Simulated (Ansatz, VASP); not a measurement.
# Two plane-wave programs on SnO

Contents of POSCAR:

```
SnO
1.0
    3.3628424839      0.0000000000      0.0000000000
   -1.6814212420      2.9123070200      0.0000000000
    0.0000000000      0.0000000000      9.3971294472
Sn O
2 2
Direct
    0.3333333333      0.6666666667     -0.0066374703
    0.6666666667      0.3333333333      0.4933625297
    0.3333333333      0.6666666667      0.3816374703
    0.6666666667      0.3333333333      0.8816374703
```

Contents of INCAR.step1:

```
PREC = Accurate
ENCUT = 520
ISMEAR = 0
SIGMA = 0.01
LREAL = False
LASPH = True
NELM = 80
NBANDS = 28
GGA = PE
ALGO = Normal
EDIFF = 1E-4
LWAVE = True
LCHARG = False
```

File INCAR.step2:

```
PREC = Accurate
ENCUT = 520
EDIFF = 1E-6
ISMEAR = 0
SIGMA = 0.01
LREAL = False
LASPH = True
NELM = 80
ALGO = Normal
ISIF = 2
LWAVE = False
LCHARG = False
METAGGA = R2SCAN
LMIXTAU = True
NBANDS = 28
ISTART = 1
```

File KPOINTS:

```
Automatic mesh
0
Gamma
  9 9 2
```

Input for Ansatz:

```yaml
crystal:
  lattice:
    - [3.3628424839, 0.0, 0.0]
    - [-1.681421242, 2.91230702, 0.0]
    - [0.0, 0.0, 9.3971294472]
  atoms:
    - { symbol: Sn, position: [0.3333333333, 0.6666666667, -0.0066374703] }
    - { symbol: Sn, position: [0.6666666667, 0.3333333333, 0.4933625297] }
    - { symbol: O, position: [0.3333333333, 0.6666666667, 0.3816374703] }
    - { symbol: O, position: [0.6666666667, 0.3333333333, 0.8816374703] }
kpoints:
  mp_grid: { grid: [9, 9, 2] }
hamiltonian:
  xc: r2scan
scf:
  occupations: { method: fixed }
  n_extra_bands: 5
output:
  forces: true
  stress: true
  eigenvalues: true
```

Alike in both runs: task single point; functional r2SCAN; k mesh 9 × 9 × 2; no spin polarisation.

```csv
,VASP,Ansatz
version,VASP 6.6.1,Ansatz 0.2.0
potentials or method,"VASP PAW PBE potentials, release 64 (Sn_d, O)","plane waves, PAW"
plane-wave cutoff (eV),520,500
occupations,"gaussian, width 0.01 eV",fixed
valence electrons in the cell,40,40
```

```tsv
	VASP	Ansatz	Ansatz less VASP
gap on the k mesh at the Fermi level (eV)	1.75	1.78	+0.031
pressure (GPa)	-3.1	-3.5	-0.37
traceless stress, the component that is largest in VASP (GPa)	0.86	1.01	+0.148
rms of the force components (eV/Å)	0.259	0.316	+0.0573
```

VASP's potentials were made for PBE, not for r2SCAN. Atom by atom the forces differ by 0.057 eV/Å (rms over components).
